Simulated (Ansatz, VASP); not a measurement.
**Ag in VASP and in Ansatz**

```
Ag
1.0
     0.00000    2.07417    2.07417
     2.07417    0.00000    2.07417
     2.07417    2.07417    0.00000
Ag
1
Direct
  0.00000 0.00000 0.00000
```

Alike in both runs: functional PBE; k mesh 20 × 20 × 20; occupations fermi-dirac, width 0.15 eV; no spin polarisation.

Ansatz relaxed the structure, and its values are those at the end. VASP's run is a single point on that final structure, the one shown.

|  | VASP | Ansatz |
| --- | --- | --- |
| version | VASP 6.6.1 | Ansatz 0.2.0 |
| potentials or method | VASP PAW PBE potentials, release 64 (Ag), cutoff 520 eV | scalar-relativistic, plane waves, PAW |
| valence electrons in the cell | 11 | 19 |

|  | VASP | Ansatz | Ansatz less VASP |
| --- | --- | --- | --- |
| gap on the k mesh at the Fermi level (eV) | none | none | - |
| pressure (GPa) | -0.1 | 0.0 | +0.12 |

A gap of «none» marks a metal or a gap that the smearing closes. VASP's potentials hold 11 valence electrons a cell and Ansatz's 19, so a difference there can come from the potentials and not from the codes.
